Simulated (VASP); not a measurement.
# Pt (Pm-3n) in VASP: notebook

Runs on Pt. Level: LDA. Tasks: single point, relaxation of cell and atoms.

All numbers are computed with VASP 6.6.1; they aren't measurements. Logs are shortened: lines on timing, memory, paths and dates and some standing lists are left out, and cuts for length are marked.

## 1. The cell of the first run

Symmetry: Pm-3n, No. 223, cubic system. The conventional cell has a = 4.965 Å, b = 4.965 Å, c = 4.965 Å, α = 90.00°, β = 90.00°, γ = 90.00°. Pt (site symmetry m-3) has 12 Pt at 2.78 Å within 3.7 Å. Pt (site symmetry -4m2) has 14 Pt at 2.48 to 3.04 Å within 3.3 Å.

## 2. Single point, LDA

The input, INCAR:

```
PREC     = Accurate       # precision mode
ENCUT    = 520            # plane-wave cutoff, eV
EDIFF    = 1E-7           # SCF threshold, eV
ISMEAR   = -1             # smearing method
SIGMA    = 0.1            # smearing width, eV
LREAL    = F              # projectors in reciprocal space
LASPH    = T              # aspherical terms in the spheres
NELM     = 100            # most SCF steps
ALGO     = Normal         # electronic algorithm
ISIF     = 2              # what is computed and relaxed
LWAVE    = F              # write WAVECAR
LCHARG   = F              # write CHGCAR
GGA      = CA             # functional
NBANDS   = 50             # bands
```

The input, KPOINTS:

```
regular mesh
0
Gamma
  5 5 5
```

The input, POSCAR:

```
Pt
1.0
    4.9653517697      0.0000000000      0.0000000000
    0.0000000000      4.9653517697      0.0000000000
    0.0000000000      0.0000000000      4.9653517697
Pt
8
Direct
    1.0000000000      0.0000000000      1.0000000000
    0.5000000000      0.5000000000      0.5000000000
    0.2500000000      0.0000000000      0.5000000000
    0.7500000000      1.0000000000      0.5000000000
    0.5000000000      0.2500000000      1.0000000000
    0.5000000000      0.7500000000      1.0000000000
    0.0000000000      0.5000000000      0.2500000000
    0.0000000000      0.5000000000      0.7500000000
```

Potentials or basis: VASP PAW LDA potentials, release 64 (Pt).

The run is started by

```bash
cat potpaw_LDA.64/Pt/POTCAR > POTCAR
mpirun -np 1 vasp_std > vasp.out
```

OUTCAR:

```text
PREC = Accurate
   ENCUT = 520
   EDIFF = 1E-7
   ISMEAR = -1
   LREAL = F
   LASPH = T
   NELM = 100
   ISIF = 2
   GGA = CA

 ion  position               nearest neighbor table
   1  0.000  0.000  0.000-   3 2.78   4 2.78   5 2.78   6 2.78   7 2.78   8 2.78   3 2.78   4 2.78
                             7 2.78   8 2.78   5 2.78   6 2.78
   2  0.500  0.500  0.500-   3 2.78   4 2.78   5 2.78   6 2.78   7 2.78   8 2.78   5 2.78   6 2.78
                             3 2.78   4 2.78   7 2.78   8 2.78
   3  0.250  0.000  0.500-   4 2.48   4 2.48   1 2.78   1 2.78   2 2.78   2 2.78   8 3.04   5 3.04
                             5 3.04   6 3.04   6 3.04   7 3.04   8 3.04   7 3.04
   4  0.750  0.000  0.500-   3 2.48   3 2.48   1 2.78   1 2.78   2 2.78   2 2.78   8 3.04   5 3.04
                             5 3.04   6 3.04   6 3.04   7 3.04   8 3.04   7 3.04
   5  0.500  0.250  0.000-   6 2.48   6 2.48   1 2.78   2 2.78   2 2.78   1 2.78   8 3.04   4 3.04
                             3 3.04   4 3.04   3 3.04   7 3.04   7 3.04   8 3.04
   6  0.500  0.750  0.000-   5 2.48   5 2.48   1 2.78   2 2.78   2 2.78   1 2.78   8 3.04   4 3.04
                             3 3.04   4 3.04   3 3.04   7 3.04   7 3.04   8 3.04
   7  0.000  0.500  0.250-   8 2.48   8 2.48   1 2.78   2 2.78   1 2.78   2 2.78   3 3.04   4 3.04
                             5 3.04   3 3.04   4 3.04   6 3.04   5 3.04   6 3.04
   8  0.000  0.500  0.750-   7 2.48   7 2.48   1 2.78   2 2.78   1 2.78   2 2.78   3 3.04   4 3.04
                             5 3.04   3 3.04   4 3.04   6 3.04   5 3.04   6 3.04

  LATTYP: Found a simple cubic cell.
 ALAT       =     4.9653517697

  Lattice vectors:

 A1 = (   4.9653517697,   0.0000000000,   0.0000000000)
 A2 = (   0.0000000000,   4.9653517697,   0.0000000000)
 A3 = (   0.0000000000,   0.0000000000,   4.9653517697)

Analysis of symmetry for initial positions (statically):
=====================================================================
 Subroutine PRICEL returns:
 Original cell was already a primitive cell.

 Routine SETGRP: Setting up the symmetry group for a
 simple cubic supercell.

 Subroutine GETGRP returns: Found 48 space group operations
 (whereof 24 operations were pure point group operations)
 out of a pool of 48 trial point group operations.

The static configuration has the point symmetry T_h .
 The point group associated with its full space group is O_h .

Analysis of symmetry for dynamics (positions and initial velocities):
=====================================================================
 Subroutine PRICEL returns:
 Original cell was already a primitive cell.

 Routine SETGRP: Setting up the symmetry group for a
 simple cubic supercell.

 Subroutine GETGRP returns: Found 48 space group operations
 (whereof 24 operations were pure point group operations)
 out of a pool of 48 trial point group operations.

The dynamic configuration has the point symmetry T_h .
 The point group associated with its full space group is O_h .

 Subroutine INISYM returns: Found 48 space group operations
 (whereof 24 operations are pure point group operations),
 and found     1 'primitive' translations

----------------------------------------------------------------------------------------

                                     Primitive cell

  volume of cell :     122.4193

  direct lattice vectors                    reciprocal lattice vectors
     4.965351770  0.000000000  0.000000000     0.201395600  0.000000000  0.000000000
     0.000000000  4.965351770  0.000000000     0.000000000  0.201395600  0.000000000
     0.000000000  0.000000000  4.965351770     0.000000000  0.000000000  0.201395600

  length of vectors
     4.965351770  4.965351770  4.965351770     0.201395600  0.201395600  0.201395600

  position of ions in fractional coordinates (direct lattice)
     0.000000000  0.000000000  0.000000000
     0.500000000  0.500000000  0.500000000
     0.250000000  0.000000000  0.500000000
     0.750000000  0.000000000  0.500000000
     0.500000000  0.250000000  0.000000000
     0.500000000  0.750000000  0.000000000
     0.000000000  0.500000000  0.250000000
     0.000000000  0.500000000  0.750000000

  ion indices of the primitive-cell ions
   primitive index   ion index
                 1           1
                 2           2
                 3           3
                 4           4
                 5           5
                 6           6
                 7           7
                 8           8

----------------------------------------------------------------------------------------

 KPOINTS: regular mesh

Automatic generation of k-mesh.
 Grid dimensions read from file:
 generate k-points for:    5    5    5

 Generating k-lattice:

  Cartesian coordinates                     Fractional coordinates (reciprocal lattice)
     0.040279120  0.000000000  0.000000000     0.200000000  0.000000000  0.000000000
     0.000000000  0.040279120  0.000000000     0.000000000  0.200000000  0.000000000
     0.000000000  0.000000000  0.040279120     0.000000000  0.000000000  0.200000000

  Length of vectors
     0.040279120  0.040279120  0.040279120

  Shift w.r.t. Gamma in fractional coordinates (k-lattice)
     0.000000000  0.000000000  0.000000000

 Subroutine IBZKPT returns following result:
 ===========================================

 Found     10 irreducible k-points:

 Following reciprocal coordinates:
            Coordinates               Weight
  0.000000  0.000000  0.000000      1.000000
  0.200000  0.000000  0.000000      6.000000
  0.400000  0.000000  0.000000      6.000000
  0.200000  0.200000  0.000000     12.000000
  0.400000  0.200000  0.000000     24.000000
  0.400000  0.400000  0.000000     12.000000
  0.200000  0.200000  0.200000      8.000000
  0.400000  0.200000  0.200000     24.000000
  0.400000  0.400000  0.200000     24.000000
  0.400000  0.400000  0.400000      8.000000
   k-points           NKPTS =     10   k-points in BZ     NKDIM =     10   number of bands    NBANDS=     50
   number of dos      NEDOS =    301   number of ions     NIONS =      8
   total plane-waves  NPLWV =  64000
   dimension x,y,z NGX =    40 NGY =   40 NGZ =   40
   dimension x,y,z NGXF=    80 NGYF=   80 NGZF=   80
   ions per type =               8
   NGX,Y,Z   is equivalent  to a cutoff of  13.39, 13.39, 13.39 a.u.
   NGXF,Y,Z  is equivalent  to a cutoff of  26.78, 26.78, 26.78 a.u.
 SYSTEM =  unknown system
   PREC   = accura    normal or accurate (medium, high low for compatibility)
   ISTART =      0    job   : 0-new  1-cont  2-samecut
   ICHARG =      2    charge: 1-file 2-atom 10-const
   ISPIN  =      1    spin polarized calculation?
   LNONCOLLINEAR =      F non collinear calculations
   LSORBIT =      F    spin-orbit coupling
   LASPH  =      T    aspherical Exc in radial PAW
   ENCUT  =  520.0 eV  38.22 Ry    6.18 a.u.   9.23  9.23  9.23*2*pi/ulx,y,z
   NELM   =    100;   NELMIN=  2; NELMDL= -5     # of ELM steps
   EDIFF  = 0.1E-06   stopping-criterion for ELM
   LREAL  =      F    real-space projection
   EDIFFG = 0.1E-05   stopping-criterion for IOM
   NSW    =      0    number of steps for IOM
   IBRION =     -1    ionic relax: 0-MD 1-quasi-New 2-CG
   NFREE  =      0    steps in history (QN), initial steepest desc. (CG)
   ISIF   =      2    stress and relaxation
   ISYM   =      2    0-nonsym 1-usesym 2-fastsym
   POTIM  = 0.5000    time-step for ionic-motion
   TEBEG  =    0.0;   TEEND  =   0.0 temperature during run
   PSTRESS=    0.0 pullay stress
   NELECT =      80.0000    total number of electrons
   NUPDOWN=      -1.0000    fix difference up-down
   EMIN   =  10.00;   EMAX   =-10.00  energy-range for DOS
   EFERMI =   0.00;   METHOD = LEGACY
   ISMEAR =    -1;   SIGMA  =   0.10  broadening in eV -4-tet -1-fermi 0-gaus
   EFERMI_NEDOS =   21; number of points for ismear=-14 and -15
   IALGO  =     38    algorithm
   IMIX   =      4    mixing-type and parameters
     AMIX     =   0.40;   BMIX     =  1.00
     AMIX_MAG =   1.60;   BMIX_MAG =  1.00
  volume/ion in A,a.u.               =      15.30       103.27
  Fermi-wavevector in a.u.,A,eV,Ry     =   1.420653  2.684646 27.460042  2.018256
  Thomas-Fermi vector in A             =   2.541546
   LORBIT       =      0    0 simple, 1 ext, 2 COOP (PROOUT), +10 PAW based schemes
   GGA     = CA    functional components
   LHFCALC =     F    Hartree Fock is set to
   AEXX    =    0.0000 exact exchange contribution
   IVDW    =     0    specifies the selected vdW correction
   LEPSILON=     F    determine dielectric tensor
   LRPA    =     F    only Hartree local field effects (RPA)
 non-spin polarized calculation
  energy-cutoff  :      520.00
  volume of cell :      122.42
 maximum number of plane-waves:      3321
 NGX is ok and might be reduce to    40
   NGX = 19   NGY = 19   NGZ = 19

 number of electron      80.0000009 magnetization

 Free energy of the ion-electron system (eV)
  ---------------------------------------------------
  ext. energy  EPLUGINS =         0.00000000
  ---------------------------------------------------
  free energy    TOTEN  =       -57.81588108 eV

  energy without entropy =      -57.38680614  energy(sigma->0) =      -57.60134361

 E-fermi :  10.8425     XC(G=0): -13.5823

 val. band max:       10.8415560991   @ k =   0.4000   0.4000   0.0000
 cond. band min:      10.8461214131   @ k =   0.4000   0.4000   0.2000
 fundamental gap:      0.0045653139
 Fermi energy:        10.8424819730

 k-point     1 :       0.0000    0.0000    0.0000
  band No.  band energies     occupation
      1       0.7480      2.00000
      2       3.3740      2.00000
      3       3.3740      2.00000
      4       4.6372      2.00000
      5       4.7768      2.00000
      6       4.9433      2.00000
[... 42 lines left out ...]
     49      18.5300      0.00000
     50      18.5300      0.00000
[... 475 lines left out ...]
     49      19.8964      0.00000
     50      20.3786      0.00000

------------------------ aborting loop because EDIFF is reached ----------------------------------------

  FORCE on cell =-STRESS in cart. coord.  units (eV):
  Direction    XX          YY          ZZ          XY          YZ          ZX
  --------------------------------------------------------------------------------------
  -------------------------------------------------------------------------------------
  Total        0.4659282      0.4659282      0.4659282      0.0000000      0.0000000      0.0000000
  in kB        6.0978895      6.0978895      6.0978895      0.0000000      0.0000000      0.0000000
  external PRESSURE =       6.0978895 kB  Pullay stress =       0.0000000 kB

 VOLUME and BASIS-vectors are now :
 -----------------------------------------------------------------------------
  energy-cutoff  :      520.00
  volume of cell :      122.42
      direct lattice vectors                 reciprocal lattice vectors
     4.965351770  0.000000000  0.000000000     0.201395600  0.000000000  0.000000000
     0.000000000  4.965351770  0.000000000     0.000000000  0.201395600  0.000000000
     0.000000000  0.000000000  4.965351770     0.000000000  0.000000000  0.201395600

 POSITION                                       TOTAL-FORCE (eV/Angst)
 -----------------------------------------------------------------------------------
      0.00000      0.00000      0.00000        -0.000000      0.000000     -0.000000
      2.48268      2.48268      2.48268        -0.000000      0.000000     -0.000000
      1.24134      0.00000      2.48268        -0.000000     -0.000000      0.000000
      3.72401      0.00000      2.48268         0.000000     -0.000000     -0.000000
      2.48268      1.24134      0.00000         0.000000      0.000000      0.000000
      2.48268      3.72401      0.00000        -0.000000     -0.000000      0.000000
      0.00000      2.48268      1.24134        -0.000000      0.000000     -0.000000
      0.00000      2.48268      3.72401         0.000000     -0.000000      0.000000
 -----------------------------------------------------------------------------------
    total drift:                               -0.000000     -0.000000      0.000000

  FREE ENERGIE OF THE ION-ELECTRON SYSTEM (eV)
  ---------------------------------------------------
  free  energy   TOTEN  =       -57.8158810846 eV

  energy  without entropy=      -57.3868061449  energy(sigma->0) =      -57.60134361
```

Wall time 46 s (1 thread of AMD EPYC 9R14 (Zen 4), shared host); peak memory 0.18 GiB.

Results:

```
Free energy            : -57.8159 eV
Pressure               : 0.6 GPa
Band gap on the k mesh : zero (band 40 reaches 11.06 eV, above the bottom of band 41 at 10.60 eV)
```

Caveat: spin-orbit coupling is left out, which moves the levels of the heavy elements.

## 3. Single point, LDA

The input, INCAR:

```
ALGO = Normal
EDIFF = 1E-7
ENCUT = 520
GGA = CA
ISIF = 2
ISMEAR = -1
LASPH = T
LCHARG = F
LREAL = F
LWAVE = F
NBANDS = 50
NELM = 60
PREC = Accurate
SIGMA = 0.1
```

The input, KPOINTS:

```
k-points
0
Gamma
  7 7 7
```

POSCAR is that of step 2.

Potentials or basis: VASP PAW LDA potentials, release 64 (Pt).

The run is started by

```bash
cat potpaw_LDA.64/Pt/POTCAR > POTCAR
mpirun -np 1 vasp_std > vasp.out
```

It took 84 s on 1 thread of AMD EPYC 9R14 (Zen 4), shared host; peak memory 0.2 GiB.

The run converged. Its results:

| Property | Result |
| --- | --- |
| Free energy | -57.8720 eV |
| Pressure | 0.5 GPa |
| Band gap on the k mesh | zero (band 40 reaches 11.05 eV, above the bottom of band 41 at 10.53 eV) |

Levels at points of the mesh, in eV from the Fermi level:
```tsv
k point	band 37	band 38	band 39	band 40	band 41	band 42	band 43	band 44
(0.00, 0.00, 0.00)	-0.21	-0.21	0.22	0.22	0.22	2.41	2.41	2.41
```

Caveat: spin-orbit coupling is left out, which moves the levels of the heavy elements.

(Part 1 of 2 ends here.)
